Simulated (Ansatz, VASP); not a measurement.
# One calculation of GaSb, two programs

Contents of INCAR:

```
SYSTEM = GaSb
PREC = Accurate ; ENCUT = 520
EDIFF = 1E-7 ; ISMEAR = -1
SIGMA = 0.05 ; LREAL = .FALSE.
LASPH = .TRUE. ; NELM = 150
ALGO = Normal ; ISIF = 2
LWAVE = .FALSE. ; LCHARG = .FALSE.
MAGMOM = 0 0 0 0 0 0 ; LORBIT = 11
LSORBIT = .TRUE. ; GGA_COMPAT = .FALSE.
LORBMOM = .TRUE. ; GGA = PE
NBANDS = 30
```

KPOINTS

```
Automatic mesh
0
G
  8 8 8
  0 0 0
```

Contents of POSCAR:

```
GaSb
1.0
    0.0000000000      2.9965539066      2.9965539066
    2.9965539066      0.0000000000      2.9965539066
    2.9965539066      2.9965539066      0.0000000000
Sb Ga
1 1
Direct
    0.7500000000      0.7500000000      0.7500000000
    0.0000000000      0.0000000000      0.0000000000
```

The input input.yaml:

```yaml
crystal:
  lattice:
    - [0.0, 2.9965539066, 2.9965539066]
    - [2.9965539066, 0.0, 2.9965539066]
    - [2.9965539066, 2.9965539066, 0.0]
  atoms:
    - { symbol: Sb, position: [0.75, 0.75, 0.75] }
    - { symbol: Ga, position: [0.0, 0.0, 0.0] }
hamiltonian:
  xc: pbe
  pseudopotentials: { kind: paw_fr }
magnetization:
  noncollinear: true
  spin_orbit: true
kpoints:
  mp_grid: { grid: [8, 8, 8] }
scf:
  occupations: { method: fermi_dirac, width: 0.05 }
output:
  forces: true
  stress: true
  eigenvalues: true
```

Alike in both runs: task single point; functional PBE; k mesh 8 × 8 × 8; occupations fermi-dirac, width 0.05 eV; non-collinear spin, spin-orbit coupling.

```csv
,VASP,Ansatz
version,VASP 6.6.1,Ansatz 0.2.0
potentials or method,"VASP PAW PBE potentials, release 64 (Sb, Ga_d)",Ansatz PAW
plane-wave cutoff (eV),520,420
valence electrons in the cell,18,28
```

Ansatz gave:

```
pressure (GPa) : 6.3
```

Problem. What did VASP give for the same quantities?

Solution. Pressure (GPa): 6.4.

With one functional, cell and mesh, what is left measures potentials, basis and numerics. VASP's potentials hold 18 valence electrons a cell and Ansatz's 28, so a difference there can come from the potentials and not from the codes.
